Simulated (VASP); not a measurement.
Write the native input for VASP 6.6.1 that does the following.

| Property | Result |
| --- | --- |
| Task | single point |
| Functional | PBE |
| Potentials or basis | VASP PAW PBE potentials, release 64 (Ti_sv, C) |
| Cutoff | 600 eV |
| k mesh | 6 × 6 × 6 |
| Occupations | gaussian, width 0.05 eV |
| Spin | no spin polarisation |
| Dipole correction | no |
| Further INCAR settings | ALGO = Normal; EDIFF = 1e-06; NBANDS = 15 |

The structure of TiC lies in POSCAR:

```
TiC
1.0
    0.0000000000      2.3606860614      2.3606860614
    2.3606860614      0.0000000000      2.3606860614
    2.3606860614      2.3606860614      0.0000000000
Ti C
1 1
Direct
    0.0000000000      0.0000000000      0.0000000000
    0.2500000000      0.2500000000      0.2500000000
```

These files were run (other wordings do the same):

INCAR

```
ALGO = Normal ; EDIFF = 1E-6
ENCUT = 600 ; GGA = PE
GGA_COMPAT = F ; ISIF = 2
ISMEAR = 0 ; LASPH = T
LCHARG = T ; LELF = T
LREAL = F ; LVHAR = T
LWAVE = F ; NBANDS = 15
NELM = 120 ; PREC = Accurate
SIGMA = 0.05
```

KPOINTS

```
k-points
0
Gamma
  6 6 6
```

Potentials or basis: VASP PAW PBE potentials, release 64 (Ti_sv, C).

Command:

```console
$ cat potpaw_PBE.64/Ti_sv/POTCAR potpaw_PBE.64/C/POTCAR > POTCAR
$ mpirun -np 1 vasp_std > vasp.out
```

Results of the run:

```
Pressure               : 0.7 GPa
Band gap on the k mesh : 0.51 eV, direct
```

Wall time 5.3 s on 1 thread of AMD EPYC 9R45 96-Core Processor (Zen 5), on a shared host, peak memory 0.13 GiB.
